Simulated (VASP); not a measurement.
# BP: single point with PBE

Crystal: BP.

```
CELL_PARAMETERS angstrom
0.00000 2.39874 2.26832
2.39874 0.00000 2.26832
2.39874 2.39874 0.00000
ATOMIC_POSITIONS crystal
B 0.00000 0.00000 0.00000
P 0.25000 0.25000 0.25000
```

This cell differs from its parent crystal: biaxial xy strain +5.8%.

| Property | Result |
| --- | --- |
| Program | VASP 6.6.1 |
| Task | single point |
| Functional | PBE |
| Potentials or basis | VASP PAW PBE potentials, release 64 (B, P) |
| Cutoff | 520 eV |
| k mesh | 10 × 10 × 10 |
| Occupations | fermi-dirac, width 0.02 eV |
| Spin | no spin polarisation |

```
Pressure               : -13.9 GPa
Band gap on the k mesh : 0.61 eV, indirect (least direct gap 2.73 eV)
```

Stress tensor (GPa, compression positive):
```
-18.14   0.00   0.00
  0.00 -18.14   0.00
  0.00   0.00  -5.57
```

Levels at points of the mesh, in eV from the valence-band top:
| k point | band 1 | band 2 | band 3 | band 4 | band 5 | band 6 | band 7 | band 8 | band 9 |
| --- | --- | --- | --- | --- | --- | --- | --- | --- | --- |
| (0.00, 0.00, 0.00) | -14.83 | -0.48 | -0.48 | 0.00 | 2.73 | 3.06 | 3.06 | 5.39 | 10.50 |
| (0.50, 0.00, 0.00) | -11.90 | -8.59 | -2.25 | -1.63 | 2.64 | 4.09 | 4.73 | 9.43 | 12.92 |
| (0.50, 0.50, 0.00) | -10.24 | -8.04 | -4.38 | -4.38 | 0.82 | 0.99 | 10.78 | 10.78 | 13.95 |
| (0.50, 0.00, 0.50) | -10.69 | -8.49 | -3.90 | -3.81 | 1.42 | 1.68 | 10.25 | 11.07 | 13.22 |

It took 29 s on 1 thread of Intel(R) Xeon(R) Platinum 8259CL CPU @ 2.50GHz (Skylake/Cascade Lake), with other jobs on the host, peak memory 0.16 GiB.

Caveat: the cell differs from its parent crystal (biaxial xy strain +5.8%). A k mesh can miss the band edges.
